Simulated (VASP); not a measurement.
# PtS2 (C2/m) in VASP: a series of runs

The runs below take PtS2 through single point, with PBE.

Everything below comes from runs of VASP 6.6.1. Logs are shortened: lines on timing, memory, paths and dates and some standing lists are left out, and cuts for length are marked.

## (1) The cell of the first run

The structure is monoclinic, space group C2/m (No. 12). Conventional cell: a = 6.137 Å, b = 3.809 Å, c = 5.039 Å, α = 90.00°, β = 90.00°, γ = 90.00°. Pt (site symmetry 2/m) has 6 S at 2.40 to 2.50 Å within 3.2 Å. Within 3.2 Å of S (site symmetry m) lie 3 Pt at 2.40 to 2.50 Å.

## (2) Single point, PBE (strain +0.0750 x Voigt [1, 0, 0, 0, 0, 0])

INCAR reads:

```
SYSTEM = PtS2
ALGO = Normal ; EDIFF = 1E-7
ENCUT = 520 ; GGA = PE
ISIF = 2 ; ISMEAR = 0
LASPH = .TRUE. ; LCHARG = .FALSE.
LREAL = .FALSE. ; LWAVE = .FALSE.
NBANDS = 18 ; NELM = 80
PREC = Accurate ; SIGMA = 0.05
```

KPOINTS reads:

```
k-points
0
G
  12 12 8
  0 0 0
```

POSCAR reads:

```
PtS2
1.0
    3.8089394365      0.0000000000      0.0000000000
   -1.9044697182      3.0685007567      0.0000000000
    0.0000000000      0.0000000000      5.0388000000
Pt S
1 2
Direct
    0.0000000000      0.0000000000      0.0000000000
    0.3333333333      0.6666666667      0.2500000000
    0.6666666667      0.3333333333      0.7500000000
```

Potentials or basis: VASP PAW PBE potentials, release 64 (Pt, S).

On the command line:

```bash
$ cat potpaw_PBE.64/Pt/POTCAR potpaw_PBE.64/S/POTCAR > POTCAR
$ mpirun -np 1 vasp_std > vasp.out
```

OUTCAR:

```text
SYSTEM = PtS2
   EDIFF = 1E-7
   ENCUT = 520
   GGA = PE
   ISIF = 2
   ISMEAR = 0
   LASPH = .TRUE.
   LREAL = .FALSE.
   NELM = 80
   PREC = Accurate

 ion  position               nearest neighbor table
   1  0.000  0.000  0.000-   2 2.40   3 2.40   3 2.50   2 2.50   3 2.50   2 2.50
   2  0.333  0.667  0.250-   1 2.40   1 2.50   1 2.50
   3  0.667  0.333  0.750-   1 2.40   1 2.50   1 2.50

  Warning from LATTYP: Monoclinic adjustment (A1->A3, A2->A1, A3->A2)!
  LATTYP: Found a base centered orthorhombic cell.
 ALAT       =     3.8089394365
 B/A-ratio  =     1.6112100535
 C/A-ratio  =     1.3228879283

  Lattice vectors:

 A1 = (   1.9044697182,  -3.0685007567,   0.0000000000)
 A2 = (   1.9044697183,   3.0685007567,   0.0000000000)
 A3 = (   0.0000000000,   0.0000000000,   5.0388000000)

Analysis of symmetry for initial positions (statically):
=====================================================================
 Subroutine PRICEL returns:
 Original cell was already a primitive cell.

 Routine SETGRP: Setting up the symmetry group for a
 base centered orthorhombic supercell.

 Subroutine GETGRP returns: Found  4 space group operations
 (whereof  4 operations were pure point group operations)
 out of a pool of  8 trial point group operations.

The static configuration has the point symmetry C_2h.

Analysis of symmetry for dynamics (positions and initial velocities):
=====================================================================
 Subroutine PRICEL returns:
 Original cell was already a primitive cell.

 Routine SETGRP: Setting up the symmetry group for a
 base centered orthorhombic supercell.

 Subroutine GETGRP returns: Found  4 space group operations
 (whereof  4 operations were pure point group operations)
 out of a pool of  8 trial point group operations.

The dynamic configuration has the point symmetry C_2h.

 Subroutine INISYM returns: Found  4 space group operations
 (whereof  4 operations are pure point group operations),
 and found     1 'primitive' translations

----------------------------------------------------------------------------------------

                                     Primitive cell

  volume of cell :      58.8922

  direct lattice vectors                    reciprocal lattice vectors
     3.808939437  0.000000000  0.000000000     0.262540273  0.162946025  0.000000000
    -1.904469718  3.068500757  0.000000000     0.000000000  0.325892049  0.000000000
     0.000000000  0.000000000  5.038800000     0.000000000  0.000000000  0.198459951

  length of vectors
     3.808939437  3.611468095  5.038800000     0.308996443  0.325892049  0.198459951

  position of ions in fractional coordinates (direct lattice)
     0.000000000  0.000000000  0.000000000
     0.333333333  0.666666667  0.250000000
     0.666666667  0.333333333  0.750000000

  ion indices of the primitive-cell ions
   primitive index   ion index
                 1           1
                 2           2
                 3           3

----------------------------------------------------------------------------------------

 KPOINTS: k-points

Automatic generation of k-mesh.
 Grid dimensions read from file:
 generate k-points for:   12   12    8

 Generating k-lattice:

  Cartesian coordinates                     Fractional coordinates (reciprocal lattice)
     0.021878356  0.013578835  0.000000000     0.083333333  0.000000000  0.000000000
     0.000000000  0.027157671  0.000000000     0.000000000  0.083333333  0.000000000
     0.000000000  0.000000000  0.024807494     0.000000000  0.000000000  0.125000000

  Length of vectors
     0.025749704  0.027157671  0.024807494

  Shift w.r.t. Gamma in fractional coordinates (k-lattice)
     0.000000000  0.000000000  0.000000000

 Subroutine IBZKPT returns following result:
 ===========================================

 Found    320 irreducible k-points:

 Following reciprocal coordinates:
            Coordinates               Weight
  0.000000  0.000000  0.000000      1.000000
  0.083333  0.000000  0.000000      4.000000
  0.166667  0.000000  0.000000      4.000000
  0.250000  0.000000  0.000000      4.000000
  0.333333  0.000000  0.000000      4.000000
  0.416667  0.000000  0.000000      4.000000
[... 16 lines left out ...]
  0.333333  0.166667  0.000000      4.000000
  0.416667  0.166667  0.000000      4.000000
 [... further k-points ...]
   k-points           NKPTS =    320   k-points in BZ     NKDIM =    320   number of bands    NBANDS=     18
   number of dos      NEDOS =    301   number of ions     NIONS =      3
   total plane-waves  NPLWV =  31360
   dimension x,y,z NGX =    28 NGY =   28 NGZ =   40
   dimension x,y,z NGXF=    56 NGYF=   56 NGZF=   80
   ions per type =               1   2
   NGX,Y,Z   is equivalent  to a cutoff of  12.22, 12.89, 13.20 a.u.
   NGXF,Y,Z  is equivalent  to a cutoff of  24.44, 25.78, 26.39 a.u.
 SYSTEM =  PtS2
   PREC   = accura    normal or accurate (medium, high low for compatibility)
   ISTART =      0    job   : 0-new  1-cont  2-samecut
   ICHARG =      2    charge: 1-file 2-atom 10-const
   ISPIN  =      1    spin polarized calculation?
   LNONCOLLINEAR =      F non collinear calculations
   LSORBIT =      F    spin-orbit coupling
   LASPH  =      T    aspherical Exc in radial PAW
   ENCUT  =  520.0 eV  38.22 Ry    6.18 a.u.   7.08  6.71  9.37*2*pi/ulx,y,z
   NELM   =     80;   NELMIN=  2; NELMDL= -5     # of ELM steps
   EDIFF  = 0.1E-06   stopping-criterion for ELM
   LREAL  =      F    real-space projection
   EDIFFG = 0.1E-05   stopping-criterion for IOM
   NSW    =      0    number of steps for IOM
   IBRION =     -1    ionic relax: 0-MD 1-quasi-New 2-CG
   NFREE  =      0    steps in history (QN), initial steepest desc. (CG)
   ISIF   =      2    stress and relaxation
   ISYM   =      2    0-nonsym 1-usesym 2-fastsym
   POTIM  = 0.5000    time-step for ionic-motion
   TEBEG  =    0.0;   TEEND  =   0.0 temperature during run
   PSTRESS=    0.0 pullay stress
   NELECT =      22.0000    total number of electrons
   NUPDOWN=      -1.0000    fix difference up-down
   EMIN   =  10.00;   EMAX   =-10.00  energy-range for DOS
   EFERMI =   0.00;   METHOD = LEGACY
   ISMEAR =     0;   SIGMA  =   0.05  broadening in eV -4-tet -1-fermi 0-gaus
   EFERMI_NEDOS =   21; number of points for ismear=-14 and -15
   IALGO  =     38    algorithm
   IMIX   =      4    mixing-type and parameters
     AMIX     =   0.40;   BMIX     =  1.00
     AMIX_MAG =   1.60;   BMIX_MAG =  1.00
  volume/ion in A,a.u.               =      19.63       132.47
  Fermi-wavevector in a.u.,A,eV,Ry     =   1.179044  2.228070 18.914059  1.390144
  Thomas-Fermi vector in A             =   2.315362
   LORBIT       =      0    0 simple, 1 ext, 2 COOP (PROOUT), +10 PAW based schemes
   GGA     = PE    functional components
   LHFCALC =     F    Hartree Fock is set to
   AEXX    =    0.0000 exact exchange contribution
   IVDW    =     0    specifies the selected vdW correction
   LEPSILON=     F    determine dielectric tensor
   LRPA    =     F    only Hartree local field effects (RPA)
 non-spin polarized calculation
 Gauss-broadening in eV      SIGMA  =   0.05
  energy-cutoff  :      520.00
  volume of cell :       58.89
 maximum number of plane-waves:      1600
   NGX = 15   NGY = 13   NGZ = 19

 number of electron      21.9999998 magnetization

 Free energy of the ion-electron system (eV)
  ---------------------------------------------------
  ext. energy  EPLUGINS =         0.00000000
  ---------------------------------------------------
  free energy    TOTEN  =       -15.21087312 eV

  energy without entropy =      -15.21087043  energy(sigma->0) =      -15.21087178

 E-fermi :   6.0479     XC(G=0): -10.3496

 val. band max:        5.9479690942   @ k =   0.0000   0.0000   0.0000
 cond. band min:       6.1539574850   @ k =  -0.3333   0.1667   0.5000
 fundamental gap:      0.2059883908
 Fermi energy:         6.0478587328

 k-point     1 :       0.0000    0.0000    0.0000
  band No.  band energies     occupation
      1      -8.7850      2.00000
      2      -6.2426      2.00000
      3      -0.5337      2.00000
      4      -0.0790      2.00000
      5      -0.0295      2.00000
      6       2.3444      2.00000
[... 10 lines left out ...]
     17      14.3888      0.00000
     18      17.9556      0.00000

 k-point     2 :       0.0833    0.0000    0.0000
  band No.  band energies     occupation
      1      -8.7137      2.00000
      2      -6.2752      2.00000
      3      -0.4522      2.00000
      4      -0.0177      2.00000
      5       0.0135      2.00000
      6       2.2471      2.00000
[... 10 lines left out ...]
     17      14.4496      0.00000
     18      16.7364      0.00000

 k-point     3 :       0.1667    0.0000    0.0000
  band No.  band energies     occupation
      1      -8.5075      2.00000
      2      -6.3657      2.00000
      3      -0.2297      2.00000
      4       0.1252      2.00000
      5       0.1780      2.00000
      6       1.8639      2.00000
[... 10 lines left out ...]
     17      14.8312      0.00000
     18      15.5226      0.00000

 k-point     4 :       0.2500    0.0000    0.0000
  band No.  band energies     occupation
      1      -8.1913      2.00000
      2      -6.4975      2.00000
      3       0.0268      2.00000
      4       0.2887      2.00000
      5       0.5119      2.00000
      6       1.2165      2.00000
[... 375 lines left out ...]
      4       0.4443      2.00000
      5       0.8890      2.00000
      6       1.1628      2.00000
[... 10 lines left out ...]
     17      14.2598      0.00000
     18      14.8861      0.00000

 k-point    23 :       0.3333    0.1667    0.0000
  band No.  band energies     occupation
      1      -7.2367      2.00000
      2      -6.8885      2.00000
      3      -0.3615      2.00000
      4       0.4256      2.00000
      5       1.0760      2.00000
      6       1.4668      2.00000
[... 10 lines left out ...]
     17      14.7998      0.00000
     18      15.2011      0.00000

 k-point    24 :       0.4167    0.1667    0.0000
  band No.  band energies     occupation
      1      -7.1242      2.00000
      2      -6.9430      2.00000
      3      -0.4928      2.00000
      4       0.3517      2.00000
      5       1.1326      2.00000
      6       1.6056      2.00000
[... 10 lines left out ...]
     17      15.2269      0.00000
     18      15.6315      0.00000

 [... further k-points ...]
[... 5 lines left out ...]
  --------------------------------------------------------------------------------------
  -------------------------------------------------------------------------------------
  Total       -4.9509445     -1.1609520     -1.8577447     -0.0000000      0.8353561      0.0000000
  in kB     -134.6918185    -31.5840205    -50.5404590     -0.0000000     22.7260955      0.0000000
  external PRESSURE =     -72.2720993 kB  Pullay stress =       0.0000000 kB

 VOLUME and BASIS-vectors are now :
 -----------------------------------------------------------------------------
  energy-cutoff  :      520.00
  volume of cell :       58.89
      direct lattice vectors                 reciprocal lattice vectors
     3.808939437  0.000000000  0.000000000     0.262540273  0.162946025  0.000000000
    -1.904469718  3.068500757  0.000000000     0.000000000  0.325892049  0.000000000
     0.000000000  0.000000000  5.038800000     0.000000000  0.000000000  0.198459951

 POSITION                                       TOTAL-FORCE (eV/Angst)
 -----------------------------------------------------------------------------------
      0.00000      0.00000      0.00000        -0.000000      0.000000      0.000000
     -0.00000      2.04567      1.25970         0.000000      0.224030     -0.956723
      1.90447      1.02283      3.77910        -0.000000     -0.224030      0.956723
 -----------------------------------------------------------------------------------
    total drift:                               -0.000000     -0.000000     -0.000000

  FREE ENERGIE OF THE ION-ELECTRON SYSTEM (eV)
  ---------------------------------------------------
  free  energy   TOTEN  =       -15.2108731210 eV

  energy  without entropy=      -15.2108704337  energy(sigma->0) =      -15.21087178
```

Wall time 5 min (1 thread of Intel Xeon 6975P-C, shared host); peak memory 0.43 GiB.

What came out:

```yaml
Free_energy: -15.2109 eV
Pressure: -7.2 GPa
Largest_force: 0.983 eV/Å
Band_gap_on_the_k_mesh: 0.21 eV, indirect (least direct gap 0.64 eV)
```

Forces in eV/Å, atoms in the order of the input:
```
Pt   0.000  0.000  0.000
S    0.000  0.224 -0.957
S    0.000 -0.224  0.957
```

Levels at points of the mesh, in eV from the valence-band top:
| k point | band 7 | band 8 | band 9 | band 10 | band 11 | band 12 | band 13 | band 14 | band 15 | band 16 |
| --- | --- | --- | --- | --- | --- | --- | --- | --- | --- | --- |
| (0.00, 0.00, 0.00) | -3.37 | -2.07 | -1.31 | -1.08 | 0.00 | 1.36 | 1.52 | 4.41 | 4.55 | 7.27 |
| (0.50, 0.00, 0.00) | -3.34 | -3.02 | -2.93 | -2.77 | -2.51 | 0.85 | 2.17 | 5.25 | 6.63 | 7.94 |
| (0.00, 0.50, 0.00) | -3.51 | -3.05 | -2.99 | -2.91 | -2.37 | 1.19 | 1.95 | 4.62 | 5.89 | 7.31 |
| (0.00, 0.00, 0.50) | -3.38 | -2.66 | -1.63 | -1.40 | -1.37 | 1.98 | 2.14 | 5.40 | 6.27 | 6.89 |
| (0.50, 0.00, 0.50) | -3.05 | -2.96 | -2.67 | -2.44 | -1.35 | 1.11 | 1.60 | 4.81 | 5.47 | 7.69 |
| (0.00, 0.50, 0.50) | -3.04 | -2.95 | -2.92 | -2.48 | -1.42 | 0.97 | 1.70 | 4.59 | 5.19 | 7.82 |

Caveat: the cell differs from its parent crystal (strain +0.0750 x Voigt [1, 0, 0, 0, 0, 0]); spin-orbit coupling is left out, which moves the levels of the heavy elements. A k mesh can miss the band edges.

(Continued in part 2 of 2.)
